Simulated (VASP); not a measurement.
# Se (P3_121) in VASP: a series of runs

The runs below take Se through single point, with PBE+D3(BJ).

Everything below comes from runs of VASP 6.6.1. Logs are shortened: lines on timing, memory, paths and dates and some standing lists are left out, and cuts for length are marked.

## 1. The cell of the first run

It takes space group P3_121 (No. 152, trigonal). Conventional cell: a = 3.994 Å, b = 3.994 Å, c = 5.035 Å, α = 90.00°, β = 90.00°, γ = 120.00°. Within 3.2 Å of Se (site symmetry 2) lie 6 Se at 2.40 to 3.14 Å.

## 2. Single point, PBE+D3(BJ) (volume 23.191 Å^3 an atom, c/a of the conventional cell 1.2605)

Input file INCAR:

```
PREC     = Accurate       # precision mode
ENCUT    = 520            # plane-wave cutoff, eV
EDIFF    = 1E-6           # SCF threshold, eV
ISMEAR   = 0              # smearing method
SIGMA    = 0.05           # smearing width, eV
LREAL    = F              # projectors in reciprocal space
LASPH    = T              # aspherical terms in the spheres
NELM     = 60             # most SCF steps
ALGO     = Normal         # electronic algorithm
ISIF     = 2              # what is computed and relaxed
LWAVE    = F              # write WAVECAR
LCHARG   = F              # write CHGCAR
GGA      = PE             # functional
IVDW     = 12             # dispersion correction
NBANDS   = 16             # bands
```

Input file KPOINTS:

```
Automatic mesh
0
Gamma
  12 12 8
```

Input file POSCAR:

```
Se
1.0
    3.9944822579      0.0000000000      0.0000000000
   -1.9972411289      3.4593231103      0.0000000000
    0.0000000000      0.0000000000      5.0348797883
Se
3
Direct
    0.2473450684      0.0000000000      0.3333333333
    0.0000000000      0.2473450684      0.6666666667
    0.7526549316      0.7526549316      0.0000000000
```

Potentials or basis: VASP PAW PBE potentials, release 64 (Se).

Command:

```
$ cat potpaw_PBE.64/Se/POTCAR > POTCAR
$ mpirun -np 1 vasp_std > vasp.out
```

OUTCAR:

```text
PREC = Accurate
   ENCUT = 520
   EDIFF = 1E-6
   ISMEAR = 0
   LREAL = F
   LASPH = T
   NELM = 60
   ISIF = 2
   GGA = PE
   IVDW = 12
 IVDW          = 12

 ion  position               nearest neighbor table
   1  0.247  0.000  0.333-   3 2.40   2 2.40
   2  0.000  0.247  0.667-   3 2.40   1 2.40
   3  0.753  0.753  0.000-   2 2.40   1 2.40

  LATTYP: Found a hexagonal cell.
 ALAT       =     3.9944822579
 C/A-ratio  =     1.2604586685

  Lattice vectors:

 A1 = (   3.9944822579,   0.0000000000,   0.0000000000)
 A2 = (  -1.9972411289,   3.4593231103,   0.0000000000)
 A3 = (   0.0000000000,   0.0000000000,   5.0348797883)

Analysis of symmetry for initial positions (statically):
=====================================================================
 Subroutine PRICEL returns:
 Original cell was already a primitive cell.

 Routine SETGRP: Setting up the symmetry group for a
 hexagonal supercell.

 Subroutine GETGRP returns: Found  6 space group operations
 (whereof  2 operations were pure point group operations)
 out of a pool of 24 trial point group operations.

The static configuration has the point symmetry C_2 .
 The point group associated with its full space group is D_3 .

Analysis of symmetry for dynamics (positions and initial velocities):
=====================================================================
 Subroutine PRICEL returns:
 Original cell was already a primitive cell.

 Routine SETGRP: Setting up the symmetry group for a
 hexagonal supercell.

 Subroutine GETGRP returns: Found  6 space group operations
 (whereof  2 operations were pure point group operations)
 out of a pool of 24 trial point group operations.

The dynamic configuration has the point symmetry C_2 .
 The point group associated with its full space group is D_3 .

 Subroutine INISYM returns: Found  6 space group operations
 (whereof  2 operations are pure point group operations),
 and found     1 'primitive' translations

----------------------------------------------------------------------------------------

                                     Primitive cell

  volume of cell :      69.5730

  direct lattice vectors                    reciprocal lattice vectors
     3.994482258  0.000000000  0.000000000     0.250345335  0.144536947  0.000000000
    -1.997241129  3.459323110  0.000000000     0.000000000  0.289073893  0.000000000
     0.000000000  0.000000000  5.034879788     0.000000000  0.000000000  0.198614474

  length of vectors
     3.994482258  3.994482258  5.034879788     0.289073893  0.289073893  0.198614474

  position of ions in fractional coordinates (direct lattice)
     0.247345068  0.000000000  0.333333333
     0.000000000  0.247345068  0.666666667
     0.752654932  0.752654932  0.000000000

  ion indices of the primitive-cell ions
   primitive index   ion index
                 1           1
                 2           2
                 3           3

----------------------------------------------------------------------------------------

 KPOINTS: Automatic mesh

Automatic generation of k-mesh.
 Grid dimensions read from file:
 generate k-points for:   12   12    8

 Generating k-lattice:

  Cartesian coordinates                     Fractional coordinates (reciprocal lattice)
     0.020862111  0.012044746  0.000000000     0.083333333  0.000000000  0.000000000
     0.000000000  0.024089491  0.000000000     0.000000000  0.083333333  0.000000000
     0.000000000  0.000000000  0.024826809     0.000000000  0.000000000  0.125000000

  Length of vectors
     0.024089491  0.024089491  0.024826809

  Shift w.r.t. Gamma in fractional coordinates (k-lattice)
     0.000000000  0.000000000  0.000000000

 Subroutine IBZKPT returns following result:
 ===========================================

 Found    131 irreducible k-points:

 Following reciprocal coordinates:
            Coordinates               Weight
  0.000000  0.000000  0.000000      1.000000
  0.083333 -0.000000  0.000000      6.000000
  0.166667 -0.000000  0.000000      6.000000
  0.250000 -0.000000  0.000000      6.000000
[... 51 lines left out ...]
      6       0.5565      2.00000
[... 8 lines left out ...]
     15      12.1319      0.00000
     16      12.6339      0.00000

 k-point     4 :       0.2500   -0.0000    0.0000
  band No.  band energies     occupation
      1     -11.7180      2.00000
      2      -8.0163      2.00000
      3      -7.6635      2.00000
      4      -1.1913      2.00000
      5      -0.3249      2.00000
      6       0.3195      2.00000
[... 8 lines left out ...]
     15      12.5520      0.00000
     16      13.2892      0.00000

 k-point     5 :       0.3333   -0.0000    0.0000
  band No.  band energies     occupation
      1     -11.4571      2.00000
      2      -8.2318      2.00000
      3      -7.6036      2.00000
      4      -1.4721      2.00000
      5      -0.6494      2.00000
      6       0.1480      2.00000
[... 8 lines left out ...]
     15      13.2575      0.00000
     16      14.1731      0.00000

 k-point     6 :       0.4167   -0.0000    0.0000
  band No.  band energies     occupation
      1     -11.2267      2.00000
      2      -8.4482      2.00000
      3      -7.5577      2.00000
      4      -1.5490      2.00000
      5      -0.8609      2.00000
      6       0.1298      2.00000
[... 8 lines left out ...]
     15      14.2471      0.00000
     16      15.0479      0.00000
[... 267 lines left out ...]
 k-point    21 :       0.0833   -0.0000    0.1250
  band No.  band energies     occupation
      1     -12.0084      2.00000
      2      -8.6775      2.00000
      3      -6.8710      2.00000
      4      -0.0359      2.00000
      5       0.4475      2.00000
      6       0.8680      2.00000
[... 8 lines left out ...]
     15      11.8516      0.00000
     16      11.9605      0.00000

 k-point    22 :       0.0000    0.0833    0.1250
  band No.  band energies     occupation
      1     -12.0082      2.00000
      2      -8.6810      2.00000
      3      -6.8638      2.00000
      4       0.0731      2.00000
      5       0.2072      2.00000
      6       0.9098      2.00000
[... 8 lines left out ...]
     15      11.8463      0.00000
     16      12.1691      0.00000

 k-point    23 :       0.1667   -0.0000    0.1250
  band No.  band energies     occupation
      1     -11.8662      2.00000
      2      -8.6295      2.00000
      3      -6.9855      2.00000
      4      -0.6102      2.00000
      5       0.1860      2.00000
      6       0.6304      2.00000
[... 8 lines left out ...]
     15      11.9100      0.00000
     16      12.3147      0.00000

 k-point    24 :       0.0000    0.1667    0.1250
  band No.  band energies     occupation
      1     -11.8647      2.00000
      2      -8.6568      2.00000
      3      -6.9337      2.00000
      4      -0.6001      2.00000
      5      -0.2273      2.00000
      6       0.6766      2.00000
[... 8 lines left out ...]
     15      12.1921      0.00000
     16      12.8129      0.00000

 [... further k-points ...]

------------------------ aborting loop because EDIFF is reached ----------------------------------------

 Edisp (eV)   -1.13238

 E8    (eV) :    -0.4681

  FORCE on cell =-STRESS in cart. coord.  units (eV):
  Direction    XX          YY          ZZ          XY          YZ          ZX
  --------------------------------------------------------------------------------------
  -------------------------------------------------------------------------------------
  Total       1.50859     1.50859     2.40969     0.00000     0.00000    -0.00000
  in kB      34.74087    34.74087    55.49198     0.00000     0.00000    -0.00000
  external pressure =       41.66 kB  Pullay stress =        0.00 kB

 VOLUME and BASIS-vectors are now :
 -----------------------------------------------------------------------------
  energy-cutoff  :      520.00
  volume of cell :       69.57
      direct lattice vectors                 reciprocal lattice vectors
     3.994482258  0.000000000  0.000000000     0.250345335  0.144536947  0.000000000
    -1.997241129  3.459323110  0.000000000     0.000000000  0.289073893  0.000000000
     0.000000000  0.000000000  5.034879788     0.000000000  0.000000000  0.198614474

 POSITION                                       TOTAL-FORCE (eV/Angst)
 -----------------------------------------------------------------------------------
      0.98802      0.00000      1.67829         0.448223     -0.000000     -0.000000
     -0.49401      0.85565      3.35659        -0.224111      0.388172      0.000000
      1.50323      2.60368      0.00000        -0.224111     -0.388172      0.000000
 -----------------------------------------------------------------------------------
    total drift:                                0.000001      0.000001     -0.000000

  FREE ENERGIE OF THE ION-ELECTRON SYSTEM (eV)
  ---------------------------------------------------
  free  energy   TOTEN  =       -11.4424230093 eV

  energy  without entropy=      -11.4424230093  energy(sigma->0) =      -11.44242301
```

It took 53 s on 1 thread of AMD EPYC 9R45 (Zen 5), shared host; peak memory 0.23 GiB.

Results:

| Quantity | Value |
| --- | --- |
| Free energy | -11.4424 eV |
| Pressure | 4.2 GPa |
| Largest force | 0.448 eV/Å |
| Band gap on the k mesh | 0.53 eV, indirect (least direct gap 0.56 eV) |
| Dispersion energy per atom | -0.377 eV |

Forces in eV/Å, atoms in the order of the input:
```
Se   0.448  0.000  0.000
Se  -0.224  0.388  0.000
Se  -0.224 -0.388  0.000
```

Stress tensor (GPa, compression positive):
```
3.47 0.00 0.00
0.00 3.47 0.00
0.00 0.00 5.55
```

Levels at points of the mesh, in eV from the valence-band top:
```tsv
k point	band 5	band 6	band 7	band 8	band 9	band 10	band 11	band 12	band 13	band 14
(0.00, 0.00, 0.00)	-3.61	-3.61	-2.10	-2.10	-0.65	1.50	1.50	2.06	6.23	6.23
(0.50, 0.00, 0.00)	-5.29	-4.10	-3.84	-1.65	-1.10	1.48	1.73	4.22	4.54	8.62
(0.00, 0.00, 0.50)	-3.33	-3.33	-1.56	-1.52	-1.52	0.87	0.91	0.91	5.43	6.87
(0.50, 0.00, 0.50)	-4.67	-4.51	-2.66	-2.15	-0.10	1.34	2.58	3.03	5.94	7.32
```

 A k mesh can miss the band edges.

## 3. Single point, PBE+D3(BJ) (volume 23.191 Å^3 an atom, c/a of the conventional cell 1.1631)

Input file INCAR:

```
PREC = Accurate
ENCUT = 520
EDIFF = 1E-6
ISMEAR = 0
SIGMA = 0.05
LREAL = F
LASPH = T
NELM = 100
ALGO = Normal
ISIF = 2
LWAVE = F
LCHARG = T
GGA = PE
IVDW = 12
LELF = T
LVHAR = T
NBANDS = 16
```

Input file KPOINTS:

```
regular mesh
0
Gamma
  12 12 8
```

Input file POSCAR:

```
Se
1.0
    4.1029637604      0.0000000000      0.0000000000
   -2.0514818802      3.5532708474      0.0000000000
    0.0000000000      0.0000000000      4.7721571498
Se
3
Direct
    0.2473450684      0.0000000000      0.3333333333
    0.0000000000      0.2473450684      0.6666666667
    0.7526549316      0.7526549316      0.0000000000
```

Potentials or basis: VASP PAW PBE potentials, release 64 (Se).

Command:

```
$ cat potpaw_PBE.64/Se/POTCAR > POTCAR
$ mpirun -np 1 vasp_std > vasp.out
```

It took 54 s on 1 thread of AMD EPYC 9R45 (Zen 5), shared host; peak memory 0.24 GiB.

The run converged. Its results:

```yaml
Free_energy: -11.3563 eV
Pressure: 6.1 GPa
Largest_force: 0.590 eV/Å
Band_gap_on_the_k_mesh: 0.47 eV, indirect (least direct gap 1.24 eV)
Dispersion_energy_per_atom: -0.377 eV
```

Forces in eV/Å, atoms in the order of the input:
```
Se   0.590  0.000  0.000
Se  -0.295  0.511  0.000
Se  -0.295 -0.511  0.000
```

Stress tensor (GPa, compression positive):
```
4.37 0.00 0.00
0.00 4.37 0.00
0.00 0.00 9.52
```

Levels at points of the mesh, in eV from the valence-band top:
```tsv
k point	band 7	band 8	band 9	band 10	band 11	band 12
(0.00, 0.00, 0.00)	-2.55	-2.55	-0.97	1.54	1.54	1.58
(0.50, 0.00, 0.00)	-3.77	-1.88	-1.29	1.46	1.61	4.12
(0.00, 0.00, 0.50)	-2.04	-2.04	-1.64	0.47	0.47	0.80
(0.50, 0.00, 0.50)	-2.93	-2.21	0.00	1.75	2.74	2.74
```

 A k mesh can miss the band edges.

## 4. Single point, PBE+D3(BJ) (volume 23.845 Å^3 an atom, c/a of the conventional cell 1.1173)

Input file INCAR:

```
SYSTEM = Se
PREC     = Accurate       ! precision mode
ENCUT    = 520            ! plane-wave cutoff, eV
EDIFF    = 1E-6           ! SCF threshold, eV
ISMEAR   = 0              ! smearing method
SIGMA    = 0.05           ! smearing width, eV
LREAL    = .False.        ! projectors in reciprocal space
LASPH    = .True.         ! aspherical terms in the spheres
NELM     = 80             ! most SCF steps
ALGO     = Normal         ! electronic algorithm
ISIF     = 2              ! what is computed and relaxed
LWAVE    = .False.        ! write WAVECAR
LCHARG   = .False.        ! write CHGCAR
GGA      = PE             ! functional
IVDW     = 12             ! dispersion correction
NBANDS   = 16             ! bands
```

Input file KPOINTS:

```
regular mesh
0
Gamma
  12 12 8
  0 0 0
```

Input file POSCAR:

```
Se
1.0
    4.1970040054      0.0000000000      0.0000000000
   -2.0985020027      3.6347120884      0.0000000000
    0.0000000000      0.0000000000      4.6893125752
Se
3
Direct
    0.2473450684      0.0000000000      0.3333333333
    0.0000000000      0.2473450684      0.6666666667
    0.7526549316      0.7526549316      0.0000000000
```

Command:

```
$ cat potpaw_PBE.64/Se/POTCAR > POTCAR
$ mpirun -np 1 vasp_std > vasp.out
```

Run time: 53 s. Hardware: 1 thread of AMD EPYC 9R45 (Zen 5), shared host; peak memory 0.24 GiB.

Results (log left out):

```
Free energy                : -11.3592 eV
Pressure                   : 4.5 GPa
Largest force              : 0.391 eV/Å
Band gap on the k mesh     : 0.29 eV, indirect (least direct gap 1.41 eV)
Dispersion energy per atom : -0.366 eV
```

Forces on the atoms (eV/Å):
```
Se   0.391  0.000  0.000
Se  -0.196  0.339  0.000
Se  -0.196 -0.339  0.000
```

Stress tensor (GPa, compression positive):
```
2.71 0.00 0.00
0.00 2.71 0.00
0.00 0.00 8.05
```

Levels at points of the mesh, in eV from the valence-band top:
```
           k point  band 5  band 6  band 7  band 8  band 9  band 10  band 11  band 12  band 13  band 14
(0.00, 0.00, 0.00)   -4.15   -4.15   -2.63   -2.63   -1.05     1.35     1.53     1.53     6.15     6.15
(0.50, 0.00, 0.00)   -5.46   -4.42   -3.60   -1.91   -1.33     1.42     1.54     4.14     4.20     7.66
(0.00, 0.00, 0.50)   -3.98   -3.98   -2.20   -2.20   -1.55     0.29     0.29     0.79     6.04     6.22
(0.50, 0.00, 0.50)   -5.00   -4.92   -2.94   -2.13    0.00     1.88     2.51     2.70     6.09     7.78
```

 A k mesh can miss the band edges.

## 5. Single point, PBE+D3(BJ) (volume 23.845 Å^3 an atom, c/a of the conventional cell 1.2108)

Input file INCAR:

```
SYSTEM = Se
PREC = Accurate ; ENCUT = 520
EDIFF = 1E-7 ; ISMEAR = 0
SIGMA = 0.05 ; LREAL = .FALSE.
LASPH = .TRUE. ; NELM = 100
ALGO = Normal ; ISIF = 2
LWAVE = .FALSE. ; LCHARG = .TRUE.
GGA = PE ; IVDW = 12
LELF = .TRUE. ; LVHAR = .TRUE.
NBANDS = 16
```

Input file KPOINTS:

```
regular mesh
0
G
  12 12 8
  0 0 0
```

Input file POSCAR:

```
Se
1.0
    4.0860641361      0.0000000000      0.0000000000
   -2.0430320681      3.5386353434      0.0000000000
    0.0000000000      0.0000000000      4.9474064560
Se
3
Direct
    0.2473450684      0.0000000000      0.3333333333
    0.0000000000      0.2473450684      0.6666666667
    0.7526549316      0.7526549316      0.0000000000
```

Command:

```
$ cat potpaw_PBE.64/Se/POTCAR > POTCAR
$ mpirun -np 1 vasp_std > vasp.out
```

Run time: 57 s. Hardware: 1 thread of AMD EPYC 9R45 (Zen 5), shared host; peak memory 0.24 GiB.

Results (log left out):

```yaml
Free_energy: -11.4573 eV
Pressure: 2.9 GPa
Largest_force: 0.273 eV/Å
Band_gap_on_the_k_mesh: 0.72 eV, indirect (least direct gap 0.86 eV)
Dispersion_energy_per_atom: -0.366 eV
```

Forces in eV/Å, atoms in the order of the input:
```
Se   0.273  0.000  0.000
Se  -0.136  0.236  0.000
Se  -0.136 -0.236  0.000
```

Stress tensor (GPa, compression positive):
```
1.99 0.00 0.00
0.00 1.99 0.00
0.00 0.00 4.70
```

Levels at points of the mesh, in eV from the valence-band top:
```csv
k point,band 5,band 6,band 7,band 8,band 9,band 10,band 11,band 12,band 13,band 14
"(0.00, 0.00, 0.00)",-3.73,-3.73,-2.20,-2.20,-0.74,1.50,1.50,1.82,6.27,6.27
"(0.50, 0.00, 0.00)",-5.21,-4.11,-3.65,-1.67,-1.13,1.48,1.68,4.30,4.37,8.29
"(0.00, 0.00, 0.50)",-3.47,-3.47,-1.68,-1.68,-1.52,0.72,0.72,0.88,5.67,6.72
"(0.50, 0.00, 0.50)",-4.66,-4.54,-2.66,-2.06,-0.03,1.52,2.63,2.86,6.03,7.49
```

 A k mesh can miss the band edges.

## 6. Single point, PBE+D3(BJ) (volume 23.845 Å^3 an atom, c/a of the conventional cell 1.3122)

Input file INCAR:

```
SYSTEM = Se
  PREC = Accurate
  ENCUT = 520
  EDIFF = 1E-6
  ISMEAR = 0
  SIGMA = 0.05
  LREAL = .FALSE.
  LASPH = .TRUE.
  NELM = 60
  ALGO = Normal
  ISIF = 2
  LWAVE = .FALSE.
  LCHARG = .FALSE.
  GGA = PE
  IVDW = 12
  NBANDS = 16
```

Input file KPOINTS:

```
Automatic mesh
0
G
  12 12 8
  0 0 0
```

Input file POSCAR:

```
Se
1.0
    3.9779803983      0.0000000000      0.0000000000
   -1.9889901992      3.4450320807      0.0000000000
    0.0000000000      0.0000000000      5.2199058787
Se
3
Direct
    0.2473450684      0.0000000000      0.3333333333
    0.0000000000      0.2473450684      0.6666666667
    0.7526549316      0.7526549316      0.0000000000
```

Potentials or basis: VASP PAW PBE potentials, release 64 (Se).

Command:

```
$ cat potpaw_PBE.64/Se/POTCAR > POTCAR
$ mpirun -np 1 vasp_std > vasp.out
```

Run time: 53 s. Hardware: 1 thread of AMD EPYC 9R45 (Zen 5), shared host; peak memory 0.24 GiB.

The run converged. Its results:

| Item | Value |
| --- | --- |
| Free energy | -11.4804 eV |
| Pressure | 1.0 GPa |
| Largest force | 0.174 eV/Å |
| Band gap on the k mesh | 0.24 eV, direct |
| Dispersion energy per atom | -0.367 eV |

Forces on the atoms (eV/Å):
```
Se   0.174  0.000  0.000
Se  -0.087  0.151  0.000
Se  -0.087 -0.151  0.000
```

Stress tensor (GPa, compression positive):
```
1.33 0.00 0.00
0.00 1.33 0.00
0.00 0.00 0.40
```

Levels at points of the mesh, in eV from the valence-band top:
| k point | band 7 | band 8 | band 9 | band 10 | band 11 | band 12 |
| --- | --- | --- | --- | --- | --- | --- |
| (0.00, 0.00, 0.00) | -1.81 | -1.81 | -0.48 | 1.41 | 1.41 | 2.25 |
| (0.50, 0.00, 0.00) | -3.75 | -1.49 | -0.99 | 1.42 | 1.72 | 4.30 |
| (0.00, 0.00, 0.50) | -1.43 | -1.23 | -1.23 | 0.89 | 1.10 | 1.10 |
| (0.50, 0.00, 0.50) | -2.45 | -2.04 | -0.22 | 1.09 | 2.39 | 3.06 |

 A k mesh can miss the band edges.

## 7. Overview

```tsv
cell	gap on the mesh (eV)	pressure (GPa)	largest force (eV/Å)
a = 3.994, b = 3.994, c = 5.035 Å, angles 90.0, 90.0, 120.0°, 3 atoms	0.53	4.2	0.45
a = 4.103, b = 4.103, c = 4.772 Å, angles 90.0, 90.0, 120.0°, 3 atoms	0.47	6.1	0.59
a = 4.197, b = 4.197, c = 4.689 Å, angles 90.0, 90.0, 120.0°, 3 atoms	0.29	4.5	0.39
a = 4.086, b = 4.086, c = 4.947 Å, angles 90.0, 90.0, 120.0°, 3 atoms	0.72	2.9	0.27
a = 3.978, b = 3.978, c = 5.220 Å, angles 90.0, 90.0, 120.0°, 3 atoms	0.24	1.0	0.17
```

Alike in all rows: task single point; level PBE+D3(BJ); potentials or basis VASP PAW PBE potentials, release 64 (Se); no spin polarisation; k mesh 12 × 12 × 8; cutoff (eV) 520; smearing gaussian 0.05 eV.

Absolute energies hang on the potentials; compare differences alone.
